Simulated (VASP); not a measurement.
The system is MnO (Manganosite).

```xyz
2
Lattice="3.1438 0.0000 0.0000 1.5719 2.7226 0.0000 1.5719 0.9075 2.5669" Properties=species:S:1:pos:R:3 pbc="T T T"
Mn    0.0000    0.0000    0.0000
O     3.1438    1.8151    1.2834
```

Base run:

```yaml
Program: VASP 6.6.1
Functional: PBE
Potentials_or_basis: VASP PAW PBE potentials, release 64 (Mn_sv, O)
Cutoff: 600 eV
k_mesh: 7 × 7 × 7
Occupations: fermi-dirac, width 0.3 eV
Spin: collinear spin, ferromagnetic start
Starting_moments: "[4.0, 0.0] μB"
Hubbard_terms: Mn d U = 3.0 eV
```

Its results: pressure 3.9 GPa; net moment 4.96 μB per cell; site moments Mn +4.42; O +0.17 μB.

Task: The run is repeated on the same cell with these changes: hubbard terms from Mn d U = 3.0 eV to Mn d U = 5.0 eV. What comes out?

Result: Pressure 5.3 GPa; net moment 4.99 μB per cell; site moments Mn +4.54; O +0.15 μB.

Caveats: a cell with one magnetic atom can't hold antiferromagnetic order, which such compounds often take.
